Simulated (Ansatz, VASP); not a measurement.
One calculation of WSe2, two programs

```
Se W
1.0
     3.27115    0.00000    0.00000
    -1.63558    2.83290    0.00000
     0.00000    0.00000   44.78918
Se W
10 5
Direct
  0.33333 0.66667 0.16745
  0.33333 0.66667 0.24220
  0.66667 0.33333 0.31504
  0.66667 0.33333 0.38979
  0.33333 0.66667 0.46263
  0.33333 0.66667 0.53737
  0.66667 0.33333 0.61021
  0.66667 0.33333 0.68496
  0.33333 0.66667 0.75780
  0.33333 0.66667 0.83255
  0.66667 0.33333 0.20482
  0.33333 0.66667 0.35241
  0.66667 0.33333 0.50000
  0.33333 0.66667 0.64759
  0.66667 0.33333 0.79518
```

Alike in both runs: task single point; functional PBEsol; k mesh 9 × 9 × 1; occupations methfessel-paxton of order 1, width 0.2 eV; no spin polarisation.

|  | VASP | Ansatz |
| --- | --- | --- |
| version | VASP 6.6.1 | Ansatz 0.2.0 |
| potentials or method | VASP PAW PBE potentials, release 64 (Se, W_sv), cutoff 520 eV | scalar-relativistic, plane waves, PAW |
| valence electrons in the cell | 130 | 230 |

|  | VASP | Ansatz | Ansatz less VASP |
| --- | --- | --- | --- |
| gap on the k mesh at the Fermi level (eV) | 1.22 | 1.22 | +0.003 |
| least direct gap on the mesh (eV) | 1.60 | 1.61 | +0.014 |
| rms of the force components (eV/Å) | 0.032 | 0.010 | -0.0224 |

VASP's potentials were made for PBE, not for PBEsol. VASP's potentials hold 130 valence electrons a cell and Ansatz's 230, so a difference there can come from the potentials and not from the codes.

Neither program's run includes spin-orbit coupling.
